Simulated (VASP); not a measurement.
Wanted: the native input for a VASP 6.6.1 run.

```
Task                   : single point
Functional             : PBE
Potentials or basis    : VASP PAW PBE potentials, release 64 (Al, Na_pv)
Cutoff                 : 520 eV
k mesh                 : 3 × 2 × 1
Occupations            : fermi-dirac, width 0.1 eV
Spin                   : no spin polarisation
Dipole correction      : no
Further INCAR settings : LREAL = Auto; ALGO = Normal; EDIFF = 1e-07; NBANDS = 46
```

The structure of NaAl18 lies in POSCAR:

```
NaAl18
1.0
    5.7275650000      0.0000000000      0.0000000000
    4.2956740000      7.4403250000      0.0000000000
    0.0000000000      0.0000000000     15.6765370000
Al Na
18 1
Direct
    0.1666665958      0.1111111410      0.0637895984
    0.6666666831      0.1111111410      0.0637895984
    0.1666667458      0.4444444295      0.0637895984
    0.6666666585      0.4444444295      0.0637895984
    0.1666666204      0.7777778524      0.0637895984
    0.6666667077      0.7777778524      0.0637895984
   -0.1658525276      0.2219679920      0.2145427909
    0.3327883507      0.2220999755      0.2140114874
   -0.1662953445      0.5549765635      0.2128903852
    0.3327399241      0.5561938491      0.2141751077
   -0.1687922568      0.8913499074      0.2136663856
    0.3318065882      0.8911198100      0.2134375086
   -0.0000400245      0.0001611489      0.3657347283
    0.4978774801      0.0021613303      0.3646255547
   -0.0003956923      0.3334969911      0.3660477438
    0.5026734938      0.3304354312      0.3640573808
   -0.0098091839      0.6703310675      0.3602966650
    0.5037188654      0.6701820149      0.3605627952
    0.3024936719      0.5928280015      0.5239222795
```

The input as run:

INCAR

```
SYSTEM = NaAl18
PREC = Accurate
ENCUT = 520
EDIFF = 1E-7
ISMEAR = -1
SIGMA = 0.1
LREAL = Auto
LASPH = .True.
NELM = 100
ALGO = Normal
ISIF = 2
LWAVE = .False.
LCHARG = .False.
GGA = PE
NBANDS = 46
```

KPOINTS

```
regular mesh
0
Gamma
  3 2 1
  0 0 0
```

Potentials or basis: VASP PAW PBE potentials, release 64 (Al, Na_pv).

Run with:

```bash
$ cat potpaw_PBE.64/Al/POTCAR potpaw_PBE.64/Na_pv/POTCAR > POTCAR
$ mpirun -np 1 vasp_std > vasp.out
```

It gave:

The largest force is 0.033 eV/Å.

Caveat: the k points lie up to 0.42 Å⁻¹ apart.

Run time: 2.5 min on 1 thread of Intel(R) Xeon(R) 6975P-C (Granite Rapids), with other jobs on the host, peak memory 0.7 GiB.
